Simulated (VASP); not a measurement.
# ZnS (P1) in VASP: a series of runs

The runs below take ZnS through single point, with r2SCAN.

Everything below comes from runs of VASP 6.6.1. Logs are shortened: lines on timing, memory, paths and dates and some standing lists are left out, and cuts for length are marked.

**1. The cell of the first run**

The typed cell holds 8 atoms: a = 5.389 Å, b = 5.389 Å, c = 5.389 Å, α = 90.00°, β = 90.00°, γ = 90.00°.

**2. Single point, r2SCAN (atoms moved at random)**

POSCAR reads:

```
ZnS
1.0
    5.3890263905      0.0000000000      0.0000000000
    0.0000000000     -5.3890263905      0.0000000000
    0.0000000000      0.0000000000     -5.3890263905
Zn S
4 4
Direct
    0.0066631202     -0.0030190498     -0.0022947468
    0.5028745334      0.4951503706     -0.0010194499
    0.4983664981      0.0069217548      0.4994541628
    0.0043096222      0.5009874706      0.4897626900
    0.7494430051      0.7571157473      0.7525274715
    0.2401856711      0.2453963560      0.7471625187
    0.2472963602      0.7534801782      0.2552018928
    0.7508611897      0.2439671724      0.2592054610
```

INCAR.step1 reads:

```
SYSTEM = ZnS
PREC = Accurate
ENCUT = 520
ISMEAR = 0
SIGMA = 0.05
LREAL = .False.
LASPH = .True.
NELM = 100
NBANDS = 46
GGA = PE
ALGO = Normal
EDIFF = 1E-4
LWAVE = .True.
LCHARG = .False.
```

INCAR.step2 reads:

```
SYSTEM = ZnS
PREC = Accurate
ENCUT = 520
EDIFF = 1E-6
ISMEAR = 0
SIGMA = 0.05
LREAL = .False.
LASPH = .True.
NELM = 100
ALGO = Normal
ISIF = 2
LWAVE = .False.
LCHARG = .False.
METAGGA = R2SCAN
LMIXTAU = .True.
NBANDS = 46
ISTART = 1
```

KPOINTS reads:

```
Automatic mesh
0
Gamma
  4 4 4
  0 0 0
```

Potentials or basis: VASP PAW PBE potentials, release 64 (Zn, S).

Launch:

```console
$ cat potpaw_PBE.64/Zn/POTCAR potpaw_PBE.64/S/POTCAR > POTCAR
$ cp INCAR.step1 INCAR
$ mpirun -np 1 vasp_std > vasp.out
$ cp INCAR.step2 INCAR
$ mpirun -np 1 vasp_std > vasp.out
```

OUTCAR:

```text
SYSTEM = ZnS
   PREC = Accurate
   ENCUT = 520
   EDIFF = 1E-6
   ISMEAR = 0
   LREAL = .False.
   LASPH = .True.
   NELM = 100
   ISIF = 2
   METAGGA = R2SCAN
   ISTART = 1

 ion  position               nearest neighbor table
   1  0.007  0.997  0.998-   6 2.28   7 2.31   5 2.31   8 2.38
   2  0.503  0.495  0.999-   5 2.35   8 2.36   6 2.38   7 2.40
   3  0.498  0.007  0.499-   8 2.27   6 2.32   7 2.33   5 2.35
   4  0.004  0.501  0.490-   7 2.27   8 2.31   6 2.33   5 2.41
   5  0.749  0.757  0.753-   1 2.31   3 2.35   2 2.35   4 2.41
   6  0.240  0.245  0.747-   1 2.28   3 2.32   4 2.33   2 2.38
   7  0.247  0.753  0.255-   4 2.27   1 2.31   3 2.33   2 2.40
   8  0.751  0.244  0.259-   3 2.27   4 2.31   2 2.36   1 2.38

  LATTYP: Found a simple cubic cell.
 ALAT       =     5.3890263905

  Lattice vectors:

 A1 = (   5.3890263905,   0.0000000000,   0.0000000000)
 A2 = (   0.0000000000,  -5.3890263905,   0.0000000000)
 A3 = (   0.0000000000,   0.0000000000,  -5.3890263905)

Analysis of symmetry for initial positions (statically):
=====================================================================
 Subroutine PRICEL returns:
 Original cell was already a primitive cell.

 Routine SETGRP: Setting up the symmetry group for a
 simple cubic supercell.

 Subroutine GETGRP returns: Found  1 space group operations
 (whereof  1 operations were pure point group operations)
 out of a pool of 48 trial point group operations.

The static configuration has the point symmetry C_1 .

Analysis of symmetry for dynamics (positions and initial velocities):
=====================================================================
 Subroutine PRICEL returns:
 Original cell was already a primitive cell.

 Routine SETGRP: Setting up the symmetry group for a
 simple cubic supercell.

 Subroutine GETGRP returns: Found  1 space group operations
 (whereof  1 operations were pure point group operations)
 out of a pool of 48 trial point group operations.

The dynamic configuration has the point symmetry C_1 .

 Subroutine INISYM returns: Found  1 space group operations
 (whereof  1 operations are pure point group operations),
 and found     1 'primitive' translations

----------------------------------------------------------------------------------------

                                     Primitive cell

  volume of cell :     156.5060

  direct lattice vectors                    reciprocal lattice vectors
     5.389026390  0.000000000  0.000000000     0.185562276  0.000000000  0.000000000
     0.000000000 -5.389026390  0.000000000     0.000000000 -0.185562276  0.000000000
     0.000000000  0.000000000 -5.389026390     0.000000000  0.000000000 -0.185562276

  length of vectors
     5.389026390  5.389026390  5.389026390     0.185562276  0.185562276  0.185562276

  position of ions in fractional coordinates (direct lattice)
     0.006663120  0.996980950  0.997705253
     0.502874533  0.495150371  0.998980550
     0.498366498  0.006921755  0.499454163
     0.004309622  0.500987471  0.489762690
     0.749443005  0.757115747  0.752527472
     0.240185671  0.245396356  0.747162519
     0.247296360  0.753480178  0.255201893
     0.750861190  0.243967172  0.259205461

  ion indices of the primitive-cell ions
   primitive index   ion index
                 1           1
                 2           2
                 3           3
                 4           4
                 5           5
                 6           6
                 7           7
                 8           8

----------------------------------------------------------------------------------------

 KPOINTS: Automatic mesh

Automatic generation of k-mesh.
 Grid dimensions read from file:
 generate k-points for:    4    4    4

 Generating k-lattice:

  Cartesian coordinates                     Fractional coordinates (reciprocal lattice)
     0.046390569  0.000000000  0.000000000     0.250000000  0.000000000  0.000000000
     0.000000000 -0.046390569  0.000000000     0.000000000  0.250000000  0.000000000
     0.000000000  0.000000000 -0.046390569     0.000000000  0.000000000  0.250000000

  Length of vectors
     0.046390569  0.046390569  0.046390569

  Shift w.r.t. Gamma in fractional coordinates (k-lattice)
     0.000000000  0.000000000  0.000000000

 Subroutine IBZKPT returns following result:
 ===========================================

 Found     36 irreducible k-points:

 Following reciprocal coordinates:
            Coordinates               Weight
  0.000000  0.000000  0.000000      1.000000
  0.250000  0.000000  0.000000      2.000000
  0.000000  0.250000  0.000000      2.000000
  0.000000  0.000000  0.250000      2.000000
  0.500000  0.000000  0.000000      1.000000
  0.000000  0.500000  0.000000      1.000000
[... 16 lines left out ...]
  0.250000  0.250000  0.250000      2.000000
 -0.250000  0.250000  0.250000      2.000000
 [... further k-points ...]
   k-points           NKPTS =     36   k-points in BZ     NKDIM =     36   number of bands    NBANDS=     46
   number of dos      NEDOS =    301   number of ions     NIONS =      8
   total plane-waves  NPLWV =  64000
   dimension x,y,z NGX =    40 NGY =   40 NGZ =   40
   dimension x,y,z NGXF=    80 NGYF=   80 NGZF=   80
   ions per type =               4   4
   NGX,Y,Z   is equivalent  to a cutoff of  12.34, 12.34, 12.34 a.u.
   NGXF,Y,Z  is equivalent  to a cutoff of  24.68, 24.68, 24.68 a.u.
 SYSTEM =  ZnS
   PREC   = accura    normal or accurate (medium, high low for compatibility)
   ISTART =      1    job   : 0-new  1-cont  2-samecut
   ICHARG =      0    charge: 1-file 2-atom 10-const
   ISPIN  =      1    spin polarized calculation?
   LNONCOLLINEAR =      F non collinear calculations
   LSORBIT =      F    spin-orbit coupling
   LASPH  =      T    aspherical Exc in radial PAW
   ENCUT  =  520.0 eV  38.22 Ry    6.18 a.u.  10.02 10.02 10.02*2*pi/ulx,y,z
   NELM   =    100;   NELMIN=  2; NELMDL=  0     # of ELM steps
   EDIFF  = 0.1E-05   stopping-criterion for ELM
   LREAL  =      F    real-space projection
   EDIFFG = 0.1E-04   stopping-criterion for IOM
   NSW    =      0    number of steps for IOM
   IBRION =     -1    ionic relax: 0-MD 1-quasi-New 2-CG
   NFREE  =      0    steps in history (QN), initial steepest desc. (CG)
   ISIF   =      2    stress and relaxation
   ISYM   =      2    0-nonsym 1-usesym 2-fastsym
   POTIM  = 0.5000    time-step for ionic-motion
   TEBEG  =    0.0;   TEEND  =   0.0 temperature during run
   PSTRESS=    0.0 pullay stress
   NELECT =      72.0000    total number of electrons
   NUPDOWN=      -1.0000    fix difference up-down
   EMIN   =  10.00;   EMAX   =-10.00  energy-range for DOS
   EFERMI =   0.00;   METHOD = LEGACY
   ISMEAR =     0;   SIGMA  =   0.05  broadening in eV -4-tet -1-fermi 0-gaus
   EFERMI_NEDOS =   21; number of points for ismear=-14 and -15
   IALGO  =     38    algorithm
   IMIX   =      4    mixing-type and parameters
     AMIX     =   0.40;   BMIX     =  1.00
     AMIX_MAG =   1.60;   BMIX_MAG =  1.00
  volume/ion in A,a.u.               =      19.56       132.02
  Fermi-wavevector in a.u.,A,eV,Ry     =   1.263791  2.388219 21.730795  1.597168
  Thomas-Fermi vector in A             =   2.397130
   LORBIT       =      0    0 simple, 1 ext, 2 COOP (PROOUT), +10 PAW based schemes
   METAGGA = R2SCAN    functional components
   LHFCALC =     F    Hartree Fock is set to
   AEXX    =    0.0000 exact exchange contribution
   IVDW    =     0    specifies the selected vdW correction
   LEPSILON=     F    determine dielectric tensor
   LRPA    =     F    only Hartree local field effects (RPA)
 non-spin polarized calculation
 Gauss-broadening in eV      SIGMA  =   0.05
  energy-cutoff  :      520.00
  volume of cell :      156.51
 maximum number of plane-waves:      4238
   NGX = 21   NGY = 21   NGZ = 21

 number of electron      72.0000012 magnetization

 Free energy of the ion-electron system (eV)
  ---------------------------------------------------
  ext. energy  EPLUGINS =         0.00000000
  ---------------------------------------------------
  free energy    TOTEN  =       -75.37849414 eV

  energy without entropy =      -75.37849414  energy(sigma->0) =      -75.37849414

 E-fermi :   2.2313     XC(G=0): -10.3257

 val. band max:        1.9474380534   @ k =   0.0000   0.0000   0.0000
 cond. band min:       4.6143738385   @ k =   0.0000   0.0000   0.0000
 fundamental gap:      2.6669357851
 Fermi energy:         2.2312977050

 k-point     1 :       0.0000    0.0000    0.0000
  band No.  band energies     occupation
      1     -11.8388      2.00000
      2     -10.6027      2.00000
      3     -10.5851      2.00000
      4     -10.4415      2.00000
      5      -4.6874      2.00000
      6      -4.6553      2.00000
[... 38 lines left out ...]
     45       8.8099      0.00000
     46       8.8434      0.00000

 k-point     2 :       0.2500    0.0000    0.0000
  band No.  band energies     occupation
      1     -11.6786      2.00000
      2     -10.7774      2.00000
      3     -10.5993      2.00000
      4     -10.4658      2.00000
      5      -4.6841      2.00000
      6      -4.6542      2.00000
[... 38 lines left out ...]
     45       9.4648      0.00000
     46       9.4925      0.00000

 k-point     3 :       0.0000    0.2500    0.0000
  band No.  band energies     occupation
      1     -11.6789      2.00000
      2     -10.7834      2.00000
      3     -10.5846      2.00000
      4     -10.4742      2.00000
      5      -4.6854      2.00000
      6      -4.6592      2.00000
[... 1018 lines left out ...]
     45       9.4131      0.00000
     46       9.5620      0.00000

 k-point    24 :      -0.2500    0.2500    0.2500
  band No.  band energies     occupation
      1     -11.4129      2.00000
      2     -10.7726      2.00000
      3     -10.7578      2.00000
      4     -10.6081      2.00000
      5      -4.6192      2.00000
      6      -4.5902      2.00000
[... 38 lines left out ...]
     45       9.3807      0.00000
     46       9.4776      0.00000

 [... further k-points ...]

------------------------ aborting loop because EDIFF is reached ----------------------------------------

  FORCE on cell =-STRESS in cart. coord.  units (eV):
  Direction    XX          YY          ZZ          XY          YZ          ZX
  --------------------------------------------------------------------------------------
  -------------------------------------------------------------------------------------
  Total        0.2369275      0.2380115      0.2646760     -0.8784965     -0.7364527      0.1579308
  in kB        2.4254651      2.4365631      2.7095316     -8.9933130     -7.5391866      1.6167633
  external PRESSURE =       2.5238533 kB  Pullay stress =       0.0000000 kB

 VOLUME and BASIS-vectors are now :
 -----------------------------------------------------------------------------
  energy-cutoff  :      520.00
  volume of cell :      156.51
      direct lattice vectors                 reciprocal lattice vectors
     5.389026390  0.000000000  0.000000000     0.185562276  0.000000000  0.000000000
     0.000000000 -5.389026390  0.000000000     0.000000000 -0.185562276  0.000000000
     0.000000000  0.000000000 -5.389026390     0.000000000  0.000000000 -0.185562276

 POSITION                                       TOTAL-FORCE (eV/Angst)
 -----------------------------------------------------------------------------------
      0.03591     -5.37276     -5.37666        -0.331502      0.011890     -0.192606
      2.71000     -2.66838     -5.38353        -0.042797     -0.051214     -0.019540
      2.68571     -0.03730     -2.69157        -0.066850      0.289495     -0.240144
      0.02322     -2.69983     -2.63934        -0.313946     -0.097429     -0.457348
      4.03877     -4.08012     -4.05539        -0.084497      0.448911      0.125820
      1.29437     -1.32245     -4.02648         0.418081     -0.467506     -0.164914
      1.33269     -4.06052     -1.37529         0.399082      0.172709      0.347522
      4.04641     -1.31475     -1.39687         0.022429     -0.306857      0.601211
 -----------------------------------------------------------------------------------
    total drift:                                0.030014      0.036208     -0.002787

  FREE ENERGIE OF THE ION-ELECTRON SYSTEM (eV)
  ---------------------------------------------------
  free  energy   TOTEN  =       -75.3784941437 eV

  energy  without entropy=      -75.3784941437  energy(sigma->0) =      -75.37849414
```

Run time: 6.3 min. Hardware: 1 thread of AMD EPYC 9R45 (Zen 5), shared host; peak memory 0.35 GiB.

What came out:

```yaml
Free_energy: -75.3785 eV
Pressure: 0.3 GPa
Largest_force: 0.675 eV/Å
Band_gap_on_the_k_mesh: 2.67 eV
```

Forces in eV/Å, atoms in the order of the input:
```
Zn  -0.332  0.012 -0.193
Zn  -0.043 -0.051 -0.020
Zn  -0.067  0.289 -0.240
Zn  -0.314 -0.097 -0.457
S   -0.084  0.449  0.126
S    0.418 -0.468 -0.165
S    0.399  0.173  0.348
S    0.022 -0.307  0.601
```

Levels at points of the mesh, in eV from the valence-band top:
```tsv
k point	band 32	band 33	band 34	band 35	band 36	band 37	band 38	band 39	band 40	band 41
(0.00, 0.00, 0.00)	-2.32	-2.29	-0.08	-0.03	0.00	2.67	3.56	3.71	3.72	4.26
(0.50, 0.00, 0.00)	-2.59	-1.40	-1.35	-1.26	-1.23	4.81	4.88	5.00	5.09	5.95
(0.00, 0.50, 0.00)	-2.58	-1.40	-1.39	-1.24	-1.22	4.84	4.88	5.02	5.06	5.96
(0.00, 0.00, 0.50)	-2.57	-1.40	-1.35	-1.26	-1.23	4.81	4.87	5.01	5.09	5.96
(0.50, 0.50, 0.00)	-2.52	-1.10	-0.96	-0.94	-0.89	5.18	5.25	5.42	5.52	6.91
(0.00, 0.50, 0.50)	-2.52	-1.11	-0.96	-0.93	-0.88	5.17	5.26	5.42	5.52	6.94
(0.50, 0.00, 0.50)	-2.52	-1.07	-0.97	-0.95	-0.90	5.20	5.30	5.37	5.49	6.91
(0.50, 0.50, 0.50)	-0.93	-0.90	-0.86	-0.85	-0.80	3.66	3.78	3.83	3.89	7.13
```

Caveat: the cell differs from its parent crystal (atoms moved at random); the PAW data sets were made with another functional, which shifts forces and pressure a little.

**3. Single point, r2SCAN (atoms moved at random)**

POSCAR reads:

```
ZnS
1.0
    5.3890263905      0.0000000000      0.0000000000
    0.0000000000     -5.3890263905      0.0000000000
    0.0000000000      0.0000000000     -5.3890263905
Zn S
4 4
Direct
    0.0048962882     -0.0140578427      0.0054465906
    0.5063455248      0.4982939287     -0.0017039282
    0.4990604303      0.0051830204      0.5076334055
   -0.0062854820      0.5033247609      0.5000826148
    0.7505906913      0.7524937675      0.7485458871
    0.2502586816      0.2505534893      0.7499035562
    0.2392490758      0.7525213710      0.2444439309
    0.7558847901      0.2516875050      0.2456479429
```

INCAR.step1 reads:

```
PREC = Accurate ; ENCUT = 520
ISMEAR = 0 ; SIGMA = 0.05
LREAL = F ; LASPH = T
NELM = 100 ; NBANDS = 46
GGA = PE ; ALGO = Normal
EDIFF = 1E-4 ; LWAVE = T
LCHARG = F
```

INCAR.step2 reads:

```
PREC = Accurate ; ENCUT = 520
EDIFF = 1E-6 ; ISMEAR = 0
SIGMA = 0.05 ; LREAL = F
LASPH = T ; NELM = 100
ALGO = Normal ; ISIF = 2
LWAVE = F ; LCHARG = F
METAGGA = R2SCAN ; LMIXTAU = T
NBANDS = 46 ; ISTART = 1
```

KPOINTS reads:

```
regular mesh
0
Gamma
  4 4 4
```

Potentials or basis: VASP PAW PBE potentials, release 64 (Zn, S).

Launch:

```console
$ cat potpaw_PBE.64/Zn/POTCAR potpaw_PBE.64/S/POTCAR > POTCAR
$ cp INCAR.step1 INCAR
$ mpirun -np 1 vasp_std > vasp.out
$ cp INCAR.step2 INCAR
$ mpirun -np 1 vasp_std > vasp.out
```

OUTCAR:

```text
PREC = Accurate
   ENCUT = 520
   EDIFF = 1E-6
   ISMEAR = 0
   LREAL = F
   LASPH = T
   NELM = 100
   ISIF = 2
   METAGGA = R2SCAN
   ISTART = 1

 ion  position               nearest neighbor table
   1  0.005  0.986  0.005-   7 2.20   5 2.32   8 2.35   6 2.38
   2  0.506  0.498  0.998-   8 2.31   5 2.33   6 2.34   7 2.39
   3  0.499  0.005  0.508-   6 2.29   5 2.32   8 2.38   7 2.41
   4  0.994  0.503  0.500-   5 2.30   8 2.32   7 2.33   6 2.36
   5  0.751  0.752  0.749-   4 2.30   3 2.32   1 2.32   2 2.33
   6  0.250  0.251  0.750-   3 2.29   2 2.34   4 2.36   1 2.38
   7  0.239  0.753  0.244-   1 2.20   4 2.33   2 2.39   3 2.41
   8  0.756  0.252  0.246-   2 2.31   4 2.32   1 2.35   3 2.38

  LATTYP: Found a simple cubic cell.
 ALAT       =     5.3890263905

  Lattice vectors:

 A1 = (   5.3890263905,   0.0000000000,   0.0000000000)
 A2 = (   0.0000000000,  -5.3890263905,   0.0000000000)
 A3 = (   0.0000000000,   0.0000000000,  -5.3890263905)

Analysis of symmetry for initial positions (statically):
[... 192 lines left out ...]
 k-point     1 :       0.0000    0.0000    0.0000
  band No.  band energies     occupation
      1     -11.8410      2.00000
      2     -10.6288      2.00000
      3     -10.5371      2.00000
      4     -10.4826      2.00000
      5      -4.7010      2.00000
      6      -4.6640      2.00000
[... 1165 lines left out ...]
     45       9.4001      0.00000
     46       9.5383      0.00000

 [... further k-points ...]

------------------------ aborting loop because EDIFF is reached ----------------------------------------

  FORCE on cell =-STRESS in cart. coord.  units (eV):
  Direction    XX          YY          ZZ          XY          YZ          ZX
  --------------------------------------------------------------------------------------
  -------------------------------------------------------------------------------------
  Total        0.3178669      0.3645850      0.3747319      0.8559891     -0.3919027     -0.6360923
  in kB        3.2540560      3.7323163      3.8361918      8.7629002     -4.0119719     -6.5117809
  external PRESSURE =       3.6075213 kB  Pullay stress =       0.0000000 kB

 VOLUME and BASIS-vectors are now :
 -----------------------------------------------------------------------------
  energy-cutoff  :      520.00
  volume of cell :      156.51
      direct lattice vectors                 reciprocal lattice vectors
     5.389026390  0.000000000  0.000000000     0.185562276  0.000000000  0.000000000
     0.000000000 -5.389026390  0.000000000     0.000000000 -0.185562276  0.000000000
     0.000000000  0.000000000 -5.389026390     0.000000000  0.000000000 -0.185562276

 POSITION                                       TOTAL-FORCE (eV/Angst)
 -----------------------------------------------------------------------------------
      0.02639     -5.31327     -0.02935        -0.332237     -0.731492      0.485064
      2.72871     -2.68532     -5.37984        -0.250631     -0.047041     -0.053853
      2.68945     -0.02793     -2.73565        -0.020588      0.032059      0.452983
      5.35515     -2.71243     -2.69496         0.222493      0.132224      0.014481
      4.04495     -4.05521     -4.03393        -0.158127      0.017541     -0.012859
      1.34865     -1.35024     -4.04125        -0.211866     -0.112731     -0.091196
      1.28932     -4.05536     -1.31731         1.022513      0.483624     -0.641779
      4.07348     -1.35635     -1.32380        -0.271557      0.225815     -0.152842
 -----------------------------------------------------------------------------------
    total drift:                                0.010196     -0.022266      0.018959

  FREE ENERGIE OF THE ION-ELECTRON SYSTEM (eV)
  ---------------------------------------------------
  free  energy   TOTEN  =       -75.3625626180 eV

  energy  without entropy=      -75.3625626180  energy(sigma->0) =      -75.36256262
```

It took 7 min on 1 thread of AMD EPYC 9R45 (Zen 5), shared host; peak memory 0.34 GiB.

What came out:

* Free energy: -75.3626 eV
* Pressure: 0.4 GPa
* Largest force: 1.301 eV/Å
* Band gap on the k mesh: 2.68 eV

Forces on the atoms (eV/Å):
```
Zn  -0.332 -0.731  0.485
Zn  -0.251 -0.047 -0.054
Zn  -0.021  0.032  0.453
Zn   0.222  0.132  0.014
S   -0.158  0.018 -0.013
S   -0.212 -0.113 -0.091
S    1.023  0.484 -0.642
S   -0.272  0.226 -0.153
```

Caveat: the cell differs from its parent crystal (atoms moved at random); the PAW data sets were made with another functional, which shifts forces and pressure a little.
